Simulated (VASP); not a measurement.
# Rb (Pnma) in VASP: electric field gradients with PBE

Aim: the electric field gradients of Rb with PBE.

All numbers are computed with VASP 6.6.1; they aren't measurements. Logs are shortened: lines on timing, memory, paths and dates and some standing lists are left out, and cuts for length are marked.

## Step 1: The cell of the first run

The structure is orthorhombic, space group Pnma (No. 62). The conventional cell has a = 5.740 Å, b = 4.640 Å, c = 12.380 Å, α = 90.00°, β = 90.00°, γ = 90.00°. Within 4.7 Å of Rb (site symmetry m) lie 6 Rb at 3.56 to 4.64 Å.

## Step 2: Electric field gradients, PBE

Input file INCAR:

```
ALGO = Fast
EDIFF = 1E-8
ENCUT = 520
GGA = PE
ISIF = 2
ISMEAR = -1
LASPH = True
LCHARG = False
LEFG = True
LREAL = False
LWAVE = False
NBANDS = 26
NELM = 100
PREC = Accurate
SIGMA = 0.05
```

Input file KPOINTS:

```
k-points
0
Gamma
  6 7 3
```

Input file POSCAR:

```
Rb
1.0
    5.7400000000      0.0000000000      0.0000000000
    0.0000000000      4.6400000000      0.0000000000
    0.0000000000      0.0000000000     12.3800000000
Rb
4
Direct
    0.0470000000      0.2500000000      0.8930000000
    0.4530000000      0.7500000000      0.3930000000
    0.5470000000      0.2500000000      0.6070000000
    0.9530000000      0.7500000000      0.1070000000
```

Potentials or basis: VASP PAW PBE potentials, release 64 (Rb_sv).

On the command line:

```bash
$ cat potpaw_PBE.64/Rb_sv/POTCAR > POTCAR
$ mpirun -np 1 vasp_std > vasp.out
```

OUTCAR:

```text
EDIFF = 1E-8
   ENCUT = 520
   GGA = PE
   ISIF = 2
   ISMEAR = -1
   LASPH = True
   LREAL = False
   NELM = 100
   PREC = Accurate

 ion  position               nearest neighbor table
   1  0.047  0.250  0.893-   4 3.56   4 3.56   3 4.56   3 4.56
   2  0.453  0.750  0.393-   3 3.56   3 3.56   4 4.56   4 4.56
   3  0.547  0.250  0.607-   2 3.56   2 3.56   1 4.56   1 4.56
   4  0.953  0.750  0.107-   1 3.56   1 3.56   2 4.56   2 4.56

  LATTYP: Found a simple orthorhombic cell.
 ALAT       =     4.6400000000
 B/A-ratio  =     1.2370689655
 C/A-ratio  =     2.6681034483

  Lattice vectors:

 A1 = (   0.0000000000,  -4.6400000000,   0.0000000000)
 A2 = (   5.7400000000,   0.0000000000,   0.0000000000)
 A3 = (   0.0000000000,   0.0000000000,  12.3800000000)

Analysis of symmetry for initial positions (statically):
=====================================================================
 Subroutine PRICEL returns:
 Original cell was already a primitive cell.

 Routine SETGRP: Setting up the symmetry group for a
 simple orthorhombic supercell.

 Subroutine GETGRP returns: Found  8 space group operations
 (whereof  2 operations were pure point group operations)
 out of a pool of  8 trial point group operations.

The static configuration has the point symmetry S_2 .
 The point group associated with its full space group is D_2h.

Analysis of symmetry for dynamics (positions and initial velocities):
=====================================================================
 Subroutine PRICEL returns:
 Original cell was already a primitive cell.

 Routine SETGRP: Setting up the symmetry group for a
 simple orthorhombic supercell.

 Subroutine GETGRP returns: Found  8 space group operations
 (whereof  2 operations were pure point group operations)
 out of a pool of  8 trial point group operations.

The dynamic configuration has the point symmetry S_2 .
 The point group associated with its full space group is D_2h.

 Subroutine INISYM returns: Found  8 space group operations
 (whereof  2 operations are pure point group operations),
 and found     1 'primitive' translations

----------------------------------------------------------------------------------------

                                     Primitive cell

  volume of cell :     329.7240

  direct lattice vectors                    reciprocal lattice vectors
     5.740000000  0.000000000  0.000000000     0.174216028  0.000000000  0.000000000
     0.000000000  4.640000000  0.000000000     0.000000000  0.215517241  0.000000000
     0.000000000  0.000000000 12.380000000     0.000000000  0.000000000  0.080775444

  length of vectors
     5.740000000  4.640000000 12.380000000     0.174216028  0.215517241  0.080775444

  position of ions in fractional coordinates (direct lattice)
     0.047000000  0.250000000  0.893000000
     0.453000000  0.750000000  0.393000000
     0.547000000  0.250000000  0.607000000
     0.953000000  0.750000000  0.107000000

  ion indices of the primitive-cell ions
   primitive index   ion index
                 1           1
                 2           2
                 3           3
                 4           4

----------------------------------------------------------------------------------------

 KPOINTS: k-points

Automatic generation of k-mesh.
 Grid dimensions read from file:
 generate k-points for:    6    7    3

 Generating k-lattice:

  Cartesian coordinates                     Fractional coordinates (reciprocal lattice)
     0.029036005  0.000000000  0.000000000     0.166666667  0.000000000  0.000000000
     0.000000000  0.030788177  0.000000000     0.000000000  0.142857143  0.000000000
     0.000000000  0.000000000  0.026925148     0.000000000  0.000000000  0.333333333

[... 41 lines left out ...]
   dimension x,y,z NGX =    48 NGY =   36 NGZ =   96
   dimension x,y,z NGXF=    96 NGYF=   72 NGZF=  192
   ions per type =               4
   NGX,Y,Z   is equivalent  to a cutoff of  13.90, 12.90, 12.89 a.u.
   NGXF,Y,Z  is equivalent  to a cutoff of  27.80, 25.80, 25.78 a.u.
 SYSTEM =  unknown system
   PREC   = accura    normal or accurate (medium, high low for compatibility)
   ISTART =      0    job   : 0-new  1-cont  2-samecut
   ICHARG =      2    charge: 1-file 2-atom 10-const
   ISPIN  =      1    spin polarized calculation?
   LNONCOLLINEAR =      F non collinear calculations
   LSORBIT =      F    spin-orbit coupling
   LASPH  =      T    aspherical Exc in radial PAW
   ENCUT  =  520.0 eV  38.22 Ry    6.18 a.u.  10.67  8.63 23.02*2*pi/ulx,y,z
   NELM   =    100;   NELMIN=  2; NELMDL= -5     # of ELM steps
   EDIFF  = 0.1E-07   stopping-criterion for ELM
   LREAL  =      F    real-space projection
   EDIFFG = 0.1E-06   stopping-criterion for IOM
   NSW    =      0    number of steps for IOM
   IBRION =     -1    ionic relax: 0-MD 1-quasi-New 2-CG
   NFREE  =      0    steps in history (QN), initial steepest desc. (CG)
   ISIF   =      2    stress and relaxation
   ISYM   =      2    0-nonsym 1-usesym 2-fastsym
   POTIM  = 0.5000    time-step for ionic-motion
   TEBEG  =    0.0;   TEEND  =   0.0 temperature during run
   PSTRESS=    0.0 pullay stress
   NELECT =      36.0000    total number of electrons
   NUPDOWN=      -1.0000    fix difference up-down
   EMIN   =  10.00;   EMAX   =-10.00  energy-range for DOS
   EFERMI =   0.00;   METHOD = LEGACY
   ISMEAR =    -1;   SIGMA  =   0.05  broadening in eV -4-tet -1-fermi 0-gaus
   EFERMI_NEDOS =   21; number of points for ismear=-14 and -15
   IALGO  =     68    algorithm
   IMIX   =      4    mixing-type and parameters
     AMIX     =   0.40;   BMIX     =  1.00
     AMIX_MAG =   1.60;   BMIX_MAG =  1.00
  volume/ion in A,a.u.               =      82.43       556.27
  Fermi-wavevector in a.u.,A,eV,Ry     =   0.782454  1.478624  8.329953  0.612234
  Thomas-Fermi vector in A             =   1.886181
   LORBIT       =      0    0 simple, 1 ext, 2 COOP (PROOUT), +10 PAW based schemes
   GGA     = PE    functional components
   LHFCALC =     F    Hartree Fock is set to
   AEXX    =    0.0000 exact exchange contribution
   IVDW    =     0    specifies the selected vdW correction
   LEPSILON=     F    determine dielectric tensor
   LRPA    =     F    only Hartree local field effects (RPA)
 non-spin polarized calculation
 RMM-DIIS sequential band-by-band and
  energy-cutoff  :      520.00
  volume of cell :      329.72
 maximum number of plane-waves:      8905
 NGX is ok and might be reduce to    48
   NGX = 21   NGY = 17   NGZ = 47

 number of electron      36.0000000 magnetization

 Free energy of the ion-electron system (eV)
  ---------------------------------------------------
  ext. energy  EPLUGINS =         0.00000000
  ---------------------------------------------------
  free energy    TOTEN  =        -2.36516939 eV

  energy without entropy =       -2.33781746  energy(sigma->0) =       -2.35149342

 E-fermi :   0.3236     XC(G=0):  -5.6784

 val. band max:        0.2916918517   @ k =   0.0000   0.1429   0.3333
 cond. band min:       0.3264726880   @ k =   0.3333   0.4286   0.3333
 fundamental gap:      0.0347808363
 Fermi energy:         0.3235880288

 k-point     1 :       0.0000    0.0000    0.0000
  band No.  band energies     occupation
      1     -29.0778      2.00000
      2     -29.0729      2.00000
      3     -28.9805      2.00000
      4     -28.9754      2.00000
      5     -13.4727      2.00000
      6     -13.4122      2.00000
[... 685 lines left out ...]
     25       2.2925      0.00000
     26       2.2925      0.00000

 [... further k-points ...]

------------------------ aborting loop because EDIFF is reached ----------------------------------------

  FORCE on cell =-STRESS in cart. coord.  units (eV):
  Direction    XX          YY          ZZ          XY          YZ          ZX
  --------------------------------------------------------------------------------------
  -------------------------------------------------------------------------------------
  Total       -1.1792599      3.8612207      4.2544103     -0.0000000      0.0000000      0.0000000
  in kB       -5.7301975     18.7622400     20.6728061     -0.0000000      0.0000000      0.0000000
  external PRESSURE =      11.2349496 kB  Pullay stress =       0.0000000 kB

 VOLUME and BASIS-vectors are now :
 -----------------------------------------------------------------------------
  energy-cutoff  :      520.00
  volume of cell :      329.72
      direct lattice vectors                 reciprocal lattice vectors
     5.740000000  0.000000000  0.000000000     0.174216028  0.000000000  0.000000000
     0.000000000  4.640000000  0.000000000     0.000000000  0.215517241  0.000000000
     0.000000000  0.000000000 12.380000000     0.000000000  0.000000000  0.080775444

 POSITION                                       TOTAL-FORCE (eV/Angst)
 -----------------------------------------------------------------------------------
      0.26978      1.16000     11.05534         0.202363      0.000000     -0.739969
      2.60022      3.48000      4.86534        -0.202363     -0.000000     -0.739969
      3.13978      1.16000      7.51466         0.202363      0.000000      0.739969
      5.47022      3.48000      1.32466        -0.202363      0.000000      0.739969
 -----------------------------------------------------------------------------------
    total drift:                                0.000000      0.000000      0.000000

  FREE ENERGIE OF THE ION-ELECTRON SYSTEM (eV)
  ---------------------------------------------------
  free  energy   TOTEN  =        -2.3651693860 eV

  energy  without entropy=       -2.3378174590  energy(sigma->0) =       -2.35149342

 Electric field gradients (V/A^2)
---------------------------------------------------------------------
 ion       V_xx      V_yy      V_zz      V_xy      V_xz      V_yz
---------------------------------------------------------------------
   1     -16.292     4.358    11.933     0.000    -5.706    -0.000
   2     -16.292     4.358    11.933     0.000     5.706    -0.000
   3     -16.292     4.358    11.933    -0.000     5.706    -0.000
   4     -16.292     4.358    11.933    -0.000    -5.706     0.000
---------------------------------------------------------------------

 Electric field gradients after diagonalization (V/A^2)
 (convention: |V_zz| > |V_xx| > |V_yy|)
----------------------------------------------------------------------
 ion       V_xx      V_yy      V_zz     asymmetry (V_yy - V_xx)/ V_zz
----------------------------------------------------------------------
   1      13.043     4.358   -17.401       0.499
   2      13.043     4.358   -17.401       0.499
   3      13.043     4.358   -17.401       0.499
   4      13.043     4.358   -17.401       0.499
----------------------------------------------------------------------

           NMR quadrupolar parameters

 Cq : quadrupolar parameter    Cq=e*Q*V_zz/h
 eta: asymmetry parameters     (V_yy - V_xx)/ V_zz
 Q  : nuclear electric quadrupole moment in mb (millibarn)
----------------------------------------------------------------------
 ion       Cq(MHz)       eta       Q (mb)
----------------------------------------------------------------------
   1      -0.042       0.499       1.000
   2      -0.042       0.499       1.000
   3      -0.042       0.499       1.000
   4      -0.042       0.499       1.000
----------------------------------------------------------------------
```

It took 6.1 min on 1 thread of AMD EPYC 9R45 (Zen 5), shared host; peak memory 0.48 GiB.

Results:

```yaml
Free_energy: -2.3652 eV
Pressure: 1.1 GPa
Largest_force: 0.767 eV/Å
Band_gap_on_the_k_mesh: zero (bands 18 and 19 overlap by 1.41 eV)
Largest_electric_field_gradient_by_atom: Rb -17.4 V/Å²
```

Forces on the atoms (eV/Å):
```
Rb   0.202  0.000 -0.740
Rb  -0.202  0.000 -0.740
Rb   0.202  0.000  0.740
Rb  -0.202  0.000  0.740
```

Electric field gradients, principal values (V/Å²):
```csv
atom,least,middle,greatest (by size)
1 Rb,4.358,13.043,-17.401
2 Rb,4.358,13.043,-17.401
3 Rb,4.358,13.043,-17.401
4 Rb,4.358,13.043,-17.401
```

Caveat: without QUAD_EFG the Cq values of the log hold for a quadrupole moment of 1 mb, not for the nuclei.
